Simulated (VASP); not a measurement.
Input of a VASP 6.6.1 run:

File INCAR:

```
SYSTEM = Pb
  ALGO = Normal
  EDIFF = 1E-6
  ENCUT = 520
  ISIF = 2
  ISMEAR = -1
  LASPH = .True.
  LCHARG = .True.
  LELF = .True.
  LREAL = .False.
  LVHAR = .True.
  LWAVE = .False.
  NBANDS = 21
  NELM = 100
  PREC = Accurate
  SIGMA = 0.1
```

Contents of KPOINTS:

```
k-points
0
Gamma
  6 6 6
  0 0 0
```

The input POSCAR:

```
Pb
1.0
    0.0000000000      3.4042602511      3.4042602511
    3.4042602511      0.0000000000      3.4042602511
    3.4042602511      3.4042602511      0.0000000000
Pb
2
Direct
    0.5000000000      0.5000000000      0.5000000000
    0.7500000000      0.7500000000      0.7500000000
```

Potentials or basis: VASP PAW LDA potentials, release 64 (Pb_d).

The run is started by

```console
$ cat potpaw_LDA.64/Pb_d/POTCAR > POTCAR
$ mpirun -np 1 vasp_std > vasp.out
```

(1) What does it give for the band gap on the k mesh?

(2) What does it give for the pressure?

Results:

(1) zero (band 14 reaches 4.75 eV, above the bottom of band 15 at 3.55 eV).

(2) 0.4 GPa.

Caveat: spin-orbit coupling is left out, which moves the levels of the heavy elements.
